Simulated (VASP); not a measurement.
BePd, 2 atoms in the cell. Symmetry: Pm-3m, No. 221, cubic system. Conventional cell: a = 2.795 Å, b = 2.795 Å, c = 2.795 Å, α = 90.00°, β = 90.00°, γ = 90.00°. Be (site symmetry m-3m) has 8 Pd at 2.42 Å and 6 Be at 2.80 Å within 3.2 Å. Within 3.2 Å of Pd (site symmetry m-3m) lie 8 Be at 2.42 Å and 6 Pd at 2.80 Å. 

- Program: VASP 6.6.1
- Task: single point
- Functional: r2SCAN
- Potentials or basis: VASP PAW PBE potentials, release 64 (Be, Pd)
- Cutoff: 520 eV
- k mesh: 12 × 12 × 12
- Occupations: fermi-dirac, width 0.1 eV
- Spin: no spin polarisation
- Dipole correction: no
- Further INCAR settings: ALGO = Normal; EDIFF = 1e-06; NBANDS = 13

Potentials or basis: VASP PAW PBE potentials, release 64 (Be, Pd).

Run with:

```console
$ cat potpaw_PBE.64/Be/POTCAR potpaw_PBE.64/Pd/POTCAR > POTCAR
$ cp INCAR.step1 INCAR
$ mpirun -np 1 vasp_std > vasp.out
$ cp INCAR.step2 INCAR
$ mpirun -np 1 vasp_std > vasp.out
```

Hardware: 1 thread of Intel(R) Xeon(R) 6975P-C (Granite Rapids), with other jobs on the host.

Problem. How long does it take, and how much memory?

Solution. Wall time 23 s on 1 thread of Intel(R) Xeon(R) 6975P-C (Granite Rapids), with other jobs on the host, peak memory 0.16 GiB. Counts: k points 84.
